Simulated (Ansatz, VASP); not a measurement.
## Re in VASP and in Ansatz

```
Re
1.0
    -1.36892    1.36892    1.36892
     1.36892   -1.36892    1.36892
     1.36892    1.36892   -1.36892
Re
1
Direct
  0.00000 0.00000 0.00000
```

Change from the starting cell: volume scaled by 0.68, LAPW.

Alike in both runs: task single point; functional PBE; k mesh 17 × 17 × 17; occupations fermi-dirac, width 0.1 eV; no spin polarisation.

|  | VASP | Ansatz |
| --- | --- | --- |
| version | VASP 6.6.1 | Ansatz 0.2.0 |
| potentials or method | VASP PAW PBE potentials, release 64 (Re), cutoff 520 eV | all-electron LAPW, scalar-relativistic |

Ansatz gave:

| Item | Value |
| --- | --- |
| pressure (GPa) | 314.0 |

Problem. What did VASP give for the same quantities?

Solution. Pressure (GPa): 322.7.

Both programs put the cell under a high pressure, so it lies far from rest at this level. Ansatz ran all-electron here, and VASP with PAW potentials.

Neither program's run includes spin-orbit coupling. Noted on VASP's run: the cell as given lies far from equilibrium.
